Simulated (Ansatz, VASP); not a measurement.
**One calculation of NiGe3, two programs**

```
Ge Ni
1.0
     3.96349    0.00000    0.00000
     0.00000    3.96349    0.00000
     0.00000    0.00000    3.96349
Ge Ni
3 1
Cartesian
  0.0000 1.9817 1.9817
  1.9817 0.0000 1.9817
  1.9817 1.9817 0.0000
  0.0000 0.0000 0.0000
```

Alike in both runs: functional PBEsol; k mesh 10 × 10 × 10; occupations gaussian, width 0.1 eV; no spin polarisation.

Ansatz relaxed the structure, and its values are those at the end. VASP's run is a single point on that final structure, the one shown.

|  | VASP | Ansatz |
| --- | --- | --- |
| version | VASP 6.6.1 | Ansatz 0.2.0 |
| potentials or method | VASP PAW PBE potentials, release 64 (Ge_d, Ni), cutoff 520 eV | scalar-relativistic, plane waves, PAW |
| valence electrons in the cell | 52 | 60 |

|  | VASP | Ansatz | Ansatz less VASP |
| --- | --- | --- | --- |
| gap on the k mesh at the Fermi level (eV) | none | none | - |
| pressure (GPa) | 0.1 | 0.0 | -0.09 |

VASP's potentials were made for PBE, not for PBEsol. A gap of «none» marks a metal or a gap that the smearing closes. With one functional, cell and mesh, what is left measures potentials, basis and numerics. VASP's potentials hold 52 valence electrons a cell and Ansatz's 60, so a difference there can come from the potentials and not from the codes.
